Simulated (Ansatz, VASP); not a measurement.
One calculation of Rb, two programs

```xyz
2
Lattice="5.0882 0.0000 0.0000 -2.5441 4.4065 0.0000 0.0000 0.0000 8.4421" Properties=species:S:1:pos:R:3 pbc="T T T"
Rb    2.5836    1.4756    6.3298
Rb    0.0127    2.9276    2.1031
```

Change from the starting cell: atoms moved at random, drawn with an rms of 0.05 Å.

Alike in both runs: task single point; functional PBE; k mesh 6 × 6 × 3; occupations fermi-dirac, width 0.05 eV; no spin polarisation.

|  | VASP | Ansatz |
| --- | --- | --- |
| version | VASP 6.6.1 | Ansatz 0.2.0 |
| potentials or method | VASP PAW PBE potentials, release 64 (Rb_sv) | Ansatz PAW |
| plane-wave cutoff (eV) | 520 | 420 |
| valence electrons in the cell | 18 | 18 |

```csv
,VASP,Ansatz,Ansatz less VASP
gap on the k mesh at the Fermi level (eV),none,none,-
pressure (GPa),-0.1,-0.1,0.00
"traceless stress, the component that is largest in VASP (GPa)",-0.07,-0.07,0.000
```

A gap of «none» marks a metal or a gap that the smearing closes. The functional is the same, so the differences come from potentials, cutoffs and numerics.
